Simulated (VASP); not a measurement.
# Ge (Fd-3m) in VASP: notebook

Ge is run at these levels: HSE06; tasks: single point.

Everything below comes from runs of VASP 6.6.1. Logs are shortened: lines on timing, memory, paths and dates and some standing lists are left out, and cuts for length are marked.

### Step 1. The cell of the first run

It takes space group Fd-3m (No. 227, cubic). The conventional cell has a = 5.721 Å, b = 5.721 Å, c = 5.721 Å, α = 90.00°, β = 90.00°, γ = 90.00°. Within 3.3 Å of Ge (site symmetry -43m) lie 4 Ge at 2.48 Å.

### Step 2. Single point, HSE06

The input, POSCAR:

```
Ge
1.0
    0.0000000000      2.8606705585      2.8606705585
    2.8606705585      0.0000000000      2.8606705585
    2.8606705585      2.8606705585      0.0000000000
Ge
2
Direct
    0.0000000000      0.0000000000      0.0000000000
    0.2500000000      0.2500000000      0.2500000000
```

The input, INCAR.step1:

```
ALGO = Normal
EDIFF = 1E-5
ENCUT = 520
GGA = PE
ISIF = 2
ISMEAR = -1
LASPH = T
LCHARG = F
LREAL = F
LWAVE = T
NBANDS = 21
NELM = 60
PREC = Accurate
SIGMA = 0.05
```

The input, INCAR.step2:

```
ALGO = Normal
EDIFF = 1E-7
ENCUT = 520
GGA = PE
HFSCREEN = 0.2079
ISIF = 2
ISMEAR = -1
ISTART = 1
LASPH = T
LCHARG = F
LHFCALC = T
LREAL = F
LWAVE = F
NBANDS = 21
NELM = 60
PREC = Accurate
PRECFOCK = Normal
SIGMA = 0.05
```

The input, KPOINTS:

```
k-points
0
Gamma
  4 4 4
```

Potentials or basis: VASP PAW PBE potentials, release 64 (Ge_d).

The run is started by

```sh
$ cat potpaw_PBE.64/Ge_d/POTCAR > POTCAR
$ cp INCAR.step1 INCAR
$ mpirun -np 1 vasp_std > vasp.out
$ cp INCAR.step2 INCAR
$ mpirun -np 1 vasp_std > vasp.out
```

OUTCAR:

```text
EDIFF = 1E-7
   ENCUT = 520
   GGA = PE
   HFSCREEN = 0.2079
   ISIF = 2
   ISMEAR = -1
   ISTART = 1
   LASPH = T
   LHFCALC = T
   LREAL = F
   NELM = 60
   PREC = Accurate
   PRECFOCK = Normal

 ion  position               nearest neighbor table
   1  0.000  0.000  0.000-   2 2.48   2 2.48   2 2.48   2 2.48
   2  0.250  0.250  0.250-   1 2.48   1 2.48   1 2.48   1 2.48

  LATTYP: Found a face centered cubic cell.
 ALAT       =     5.7213411170

  Lattice vectors:

 A1 = (   0.0000000000,   2.8606705585,   2.8606705585)
 A2 = (   2.8606705585,   0.0000000000,   2.8606705585)
 A3 = (   2.8606705585,   2.8606705585,   0.0000000000)

Analysis of symmetry for initial positions (statically):
=====================================================================
 Subroutine PRICEL returns:
 Original cell was already a primitive cell.

 Routine SETGRP: Setting up the symmetry group for a
 face centered cubic supercell.

 Subroutine GETGRP returns: Found 48 space group operations
 (whereof 24 operations were pure point group operations)
 out of a pool of 48 trial point group operations.

The static configuration has the point symmetry T_d .
 The point group associated with its full space group is O_h .

Analysis of symmetry for dynamics (positions and initial velocities):
=====================================================================
 Subroutine PRICEL returns:
 Original cell was already a primitive cell.

 Routine SETGRP: Setting up the symmetry group for a
 face centered cubic supercell.

 Subroutine GETGRP returns: Found 48 space group operations
 (whereof 24 operations were pure point group operations)
 out of a pool of 48 trial point group operations.

The dynamic configuration has the point symmetry T_d .
 The point group associated with its full space group is O_h .

 Subroutine INISYM returns: Found 48 space group operations
 (whereof 24 operations are pure point group operations),
 and found     1 'primitive' translations

----------------------------------------------------------------------------------------

                                     Primitive cell

  volume of cell :      46.8202

  direct lattice vectors                    reciprocal lattice vectors
     0.000000000  2.860670558  2.860670558    -0.174784195  0.174784195  0.174784195
     2.860670558  0.000000000  2.860670558     0.174784195 -0.174784195  0.174784195
     2.860670558  2.860670558  0.000000000     0.174784195  0.174784195 -0.174784195

  length of vectors
     4.045599101  4.045599101  4.045599101     0.302735106  0.302735106  0.302735106

  position of ions in fractional coordinates (direct lattice)
     0.000000000  0.000000000  0.000000000
     0.250000000  0.250000000  0.250000000

  ion indices of the primitive-cell ions
   primitive index   ion index
                 1           1
                 2           2

----------------------------------------------------------------------------------------

 KPOINTS: k-points

Automatic generation of k-mesh.
 Grid dimensions read from file:
 generate k-points for:    4    4    4

 Generating k-lattice:

  Cartesian coordinates                     Fractional coordinates (reciprocal lattice)
    -0.043696049  0.043696049  0.043696049     0.250000000  0.000000000  0.000000000
     0.043696049 -0.043696049  0.043696049     0.000000000  0.250000000  0.000000000
     0.043696049  0.043696049 -0.043696049     0.000000000  0.000000000  0.250000000

  Length of vectors
     0.075683776  0.075683776  0.075683776

  Shift w.r.t. Gamma in fractional coordinates (k-lattice)
     0.000000000  0.000000000  0.000000000

 Subroutine IBZKPT returns following result:
 ===========================================

 Found      8 irreducible k-points:

 Following reciprocal coordinates:
            Coordinates               Weight
  0.000000  0.000000  0.000000      1.000000
  0.250000  0.000000  0.000000      8.000000
  0.500000  0.000000  0.000000      4.000000
  0.250000  0.250000  0.000000      6.000000
  0.500000  0.250000  0.000000     24.000000
 -0.250000  0.250000  0.000000     12.000000
  0.500000  0.500000  0.000000      3.000000
 -0.250000  0.500000  0.250000      6.000000
   k-points           NKPTS =      8   k-points in BZ     NKDIM =     64   number of bands    NBANDS=     21
   number of dos      NEDOS =    301   number of ions     NIONS =      2
   total plane-waves  NPLWV =  27000
   dimension x,y,z NGX =    30 NGY =   30 NGZ =   30
   dimension x,y,z NGXF=    60 NGYF=   60 NGZF=   60
   ions per type =               2
   NGX,Y,Z   is equivalent  to a cutoff of  12.33, 12.33, 12.33 a.u.
   NGXF,Y,Z  is equivalent  to a cutoff of  24.66, 24.66, 24.66 a.u.
 SYSTEM =  unknown system
   PREC   = accura    normal or accurate (medium, high low for compatibility)
   ISTART =      1    job   : 0-new  1-cont  2-samecut
   ICHARG =      0    charge: 1-file 2-atom 10-const
   ISPIN  =      1    spin polarized calculation?
   LNONCOLLINEAR =      F non collinear calculations
   LSORBIT =      F    spin-orbit coupling
   LASPH  =      T    aspherical Exc in radial PAW
   ENCUT  =  520.0 eV  38.22 Ry    6.18 a.u.   7.52  7.52  7.52*2*pi/ulx,y,z
   NELM   =     60;   NELMIN=  2; NELMDL=  0     # of ELM steps
   EDIFF  = 0.1E-06   stopping-criterion for ELM
   LREAL  =      F    real-space projection
   EDIFFG = 0.1E-05   stopping-criterion for IOM
   NSW    =      0    number of steps for IOM
   IBRION =     -1    ionic relax: 0-MD 1-quasi-New 2-CG
   NFREE  =      0    steps in history (QN), initial steepest desc. (CG)
   ISIF   =      2    stress and relaxation
   ISYM   =      3    0-nonsym 1-usesym 2-fastsym
   POTIM  = 0.5000    time-step for ionic-motion
   TEBEG  =    0.0;   TEEND  =   0.0 temperature during run
   PSTRESS=    0.0 pullay stress
   NELECT =      28.0000    total number of electrons
   NUPDOWN=      -1.0000    fix difference up-down
   EMIN   =  10.00;   EMAX   =-10.00  energy-range for DOS
   EFERMI =   0.00;   METHOD = LEGACY
   ISMEAR =    -1;   SIGMA  =   0.05  broadening in eV -4-tet -1-fermi 0-gaus
   EFERMI_NEDOS =   21; number of points for ismear=-14 and -15
   IALGO  =     38    algorithm
   IMIX   =      1    mixing-type and parameters
     AMIX     =   0.40;   BMIX     =  1.00
     AMIX_MAG =   1.60;   BMIX_MAG =  1.00
  volume/ion in A,a.u.               =      23.41       157.98
  Fermi-wavevector in a.u.,A,eV,Ry     =   1.379271  2.606445 25.883574  1.902389
  Thomas-Fermi vector in A             =   2.504256
   LORBIT       =      0    0 simple, 1 ext, 2 COOP (PROOUT), +10 PAW based schemes
   GGA     = PE    functional components
   LHFCALC =     T    Hartree Fock is set to
   PRECFOCK=normal    Normal, Fast or Accurate (Low or Medium for compatibility)
   ENCUT4O =  -1.0   cutoff for four orbital integrals eV
   NKREDX  =     1    reduce k-point grid by
   NKREDY  =     1    reduce k-point grid by
   NKREDZ  =     1    reduce k-point grid by
   AEXX    =    0.2500 exact exchange contribution
   HFSCREEN=    0.2079 screening length (either q_TF or 0.3 A-1)
   HFSCREENC=   0.2079 screening length for correlation (either q_TF or 0.3 A-1)
   ENCUTFOCK=  -1.0 apply spherical cutoff to Coloumb kernel
   IVDW    =     0    specifies the selected vdW correction
   LEPSILON=     F    determine dielectric tensor
   LRPA    =     F    only Hartree local field effects (RPA)
 non-spin polarized calculation
  energy-cutoff  :      520.00
  volume of cell :       46.82
 maximum number of plane-waves:      1283
  NGX = 24; NGY = 24; NGZ = 24

 number of electron      27.9999994 magnetization

 Free energy of the ion-electron system (eV)
  ---------------------------------------------------
  ext. energy  EPLUGINS =         0.00000000
  ---------------------------------------------------
  free energy    TOTEN  =       -10.45487985 eV

  energy without entropy =      -10.45478765  energy(sigma->0) =      -10.45483375

 E-fermi :   4.6937     XC(G=0):  -8.0824

 val. band max:        4.3621839281   @ k =   0.0000   0.0000   0.0000
 cond. band min:       4.9807821633   @ k =   0.0000   0.0000   0.0000
 fundamental gap:      0.6185982352
 Fermi energy:         4.6936650872

 k-point     1 :       0.0000    0.0000    0.0000
  band No.  band energies     occupation
      1     -23.5189      2.00000
      2     -23.5189      2.00000
      3     -23.5189      2.00000
      4     -23.4845      2.00000
      5     -23.4845      2.00000
      6     -23.2941      2.00000
[... 13 lines left out ...]
     20      14.6363      0.00000
     21      14.6363      0.00000

 k-point     2 :       0.2500    0.0000    0.0000
  band No.  band energies     occupation
      1     -23.5359      2.00000
      2     -23.5359      2.00000
      3     -23.5113      2.00000
      4     -23.4585      2.00000
      5     -23.4585      2.00000
      6     -23.3160      2.00000
[... 13 lines left out ...]
     20      13.4683      0.00000
     21      13.4683      0.00000

 k-point     3 :       0.5000    0.0000    0.0000
  band No.  band energies     occupation
      1     -23.5422      2.00000
      2     -23.5422      2.00000
      3     -23.5033      2.00000
      4     -23.4461      2.00000
      5     -23.4461      2.00000
      6     -23.3233      2.00000
[... 13 lines left out ...]
     20      16.4385      0.00000
     21      16.4975      0.00000

 k-point     4 :       0.2500    0.2500    0.0000
  band No.  band energies     occupation
      1     -23.5365      2.00000
      2     -23.5365      2.00000
      3     -23.5239      2.00000
      4     -23.4535      2.00000
      5     -23.4213      2.00000
      6     -23.3722      2.00000
[... 13 lines left out ...]
     20      15.3585      0.00000
     21      15.7394      0.00000

 k-point     5 :       0.5000    0.2500    0.0000
  band No.  band energies     occupation
      1     -23.5614      2.00000
      2     -23.5480      2.00000
      3     -23.4841      2.00000
      4     -23.4217      2.00000
      5     -23.4041      2.00000
      6     -23.3872      2.00000
[... 13 lines left out ...]
     20      16.6279      0.00000
     21      17.0426      0.00000

 k-point     6 :      -0.2500    0.2500    0.0000
  band No.  band energies     occupation
      1     -23.5570      2.00000
      2     -23.5499      2.00000
      3     -23.4790      2.00000
      4     -23.4440      2.00000
      5     -23.4190      2.00000
      6     -23.3537      2.00000
[... 13 lines left out ...]
     20      14.7223      0.00000
     21      17.1831      0.00000

 k-point     7 :       0.5000    0.5000    0.0000
  band No.  band energies     occupation
      1     -23.5514      2.00000
      2     -23.5514      2.00000
      3     -23.4705      2.00000
      4     -23.4705      2.00000
      5     -23.3800      2.00000
      6     -23.3800      2.00000
[... 13 lines left out ...]
     20      16.9035      0.00000
     21      18.0379      0.00000

 k-point     8 :      -0.2500    0.5000    0.2500
  band No.  band energies     occupation
      1     -23.5635      2.00000
      2     -23.5635      2.00000
      3     -23.4325      2.00000
      4     -23.4325      2.00000
      5     -23.3869      2.00000
      6     -23.3869      2.00000
[... 13 lines left out ...]
     20      16.3423      0.00000
     21      18.2673      0.00000

------------------------ aborting loop because EDIFF is reached ----------------------------------------

  FORCE on cell =-STRESS in cart. coord.  units (eV):
  Direction    XX          YY          ZZ          XY          YZ          ZX
  --------------------------------------------------------------------------------------
  -------------------------------------------------------------------------------------
  Total       -0.3952927     -0.3952927     -0.3952927      0.0000000      0.0000000      0.0000000
  in kB      -13.5268232    -13.5268232    -13.5268232      0.0000000      0.0000000      0.0000000
  external PRESSURE =     -13.5268232 kB  Pullay stress =       0.0000000 kB

 VOLUME and BASIS-vectors are now :
 -----------------------------------------------------------------------------
  energy-cutoff  :      520.00
  volume of cell :       46.82
      direct lattice vectors                 reciprocal lattice vectors
     0.000000000  2.860670558  2.860670558    -0.174784195  0.174784195  0.174784195
     2.860670558  0.000000000  2.860670558     0.174784195 -0.174784195  0.174784195
     2.860670558  2.860670558  0.000000000     0.174784195  0.174784195 -0.174784195

 POSITION                                       TOTAL-FORCE (eV/Angst)
 -----------------------------------------------------------------------------------
      0.00000      0.00000      0.00000         0.000000      0.000000      0.000000
      1.43034      1.43034      1.43034        -0.000000     -0.000000     -0.000000
 -----------------------------------------------------------------------------------
    total drift:                                0.000000      0.000000      0.000000

  FREE ENERGIE OF THE ION-ELECTRON SYSTEM (eV)
  ---------------------------------------------------
  free  energy   TOTEN  =       -10.4548798529 eV

  energy  without entropy=      -10.4547876463  energy(sigma->0) =      -10.45483375
```

It took 42 min on 1 thread of Intel Xeon 8259CL, shared host; peak memory 0.27 GiB.

Results:

```yaml
Free_energy: -10.4549 eV
Pressure: -1.4 GPa
Band_gap_on_the_k_mesh: 0.62 eV
```

Caveat: the k points lie up to 0.48 Å⁻¹ apart; the PAW data sets were made with another functional, which shifts forces and pressure a little.

### Step 3. Single point, HSE06

This run uses another cell than the first one, of 23.89 Å³/atom.

The input, POSCAR:

```
Ge
1.0
    0.0000000000      2.8800000000      2.8800000000
    2.8800000000      0.0000000000      2.8800000000
    2.8800000000      2.8800000000      0.0000000000
Ge
2
Direct
    0.0000000000      0.0000000000      0.0000000000
    0.2500000000      0.2500000000      0.2500000000
```

The input, INCAR.step1:

```
ALGO = Normal ; EDIFF = 1E-5
ENCUT = 410 ; GGA = PE
GGA_COMPAT = False ; ISIF = 2
ISMEAR = -1 ; LASPH = True
LCHARG = False ; LREAL = False
LWAVE = True ; NBANDS = 21
NELM = 120 ; PREC = Accurate
SIGMA = 0.02
```

The input, INCAR.step2:

```
ALGO = Normal ; EDIFF = 1E-6
ENCUT = 410 ; GGA = PE
GGA_COMPAT = False ; HFSCREEN = 0.2079
ISIF = 2 ; ISMEAR = -1
ISTART = 1 ; LASPH = True
LCHARG = False ; LHFCALC = True
LREAL = False ; LWAVE = False
NBANDS = 21 ; NELM = 120
PREC = Accurate ; PRECFOCK = Normal
SIGMA = 0.02
```

The input, KPOINTS:

```
k-points
0
Gamma
  6 6 6
```

Potentials or basis: VASP PAW PBE potentials, release 64 (Ge_d).

The run is started by

```sh
$ cat potpaw_PBE.64/Ge_d/POTCAR > POTCAR
$ cp INCAR.step1 INCAR
$ mpirun -np 1 vasp_std > vasp.out
$ cp INCAR.step2 INCAR
$ mpirun -np 1 vasp_std > vasp.out
```

It took 82 min on 1 thread of Intel Xeon Platinum 8488C (Sapphire Rapids), shared host; peak memory 0.27 GiB.

Results (log left out):

| Property | Result |
| --- | --- |
| Free energy | -10.6318 eV |
| Pressure | -3.0 GPa |
| Band gap on the k mesh | 0.33 eV |

Levels at points of the mesh, in eV from the valence-band top:
```
           k point  band 10  band 11  band 12  band 13  band 14  band 15  band 16  band 17  band 18  band 19
(0.00, 0.00, 0.00)   -27.68   -13.63     0.00     0.00     0.00     0.33     3.18     3.18     3.18     7.07
(0.50, 0.00, 0.00)   -27.66   -11.43    -8.05    -1.44    -1.44     0.62     4.42     4.42     7.87    11.22
(0.50, 0.50, 0.00)   -27.64    -9.50    -9.50    -3.16    -3.16     1.32     1.32    10.33    10.33    12.29
```

Caveat: the cell stands under tension; the PAW data sets were made with another functional, which shifts forces and pressure a little. A k mesh can miss the band edges.
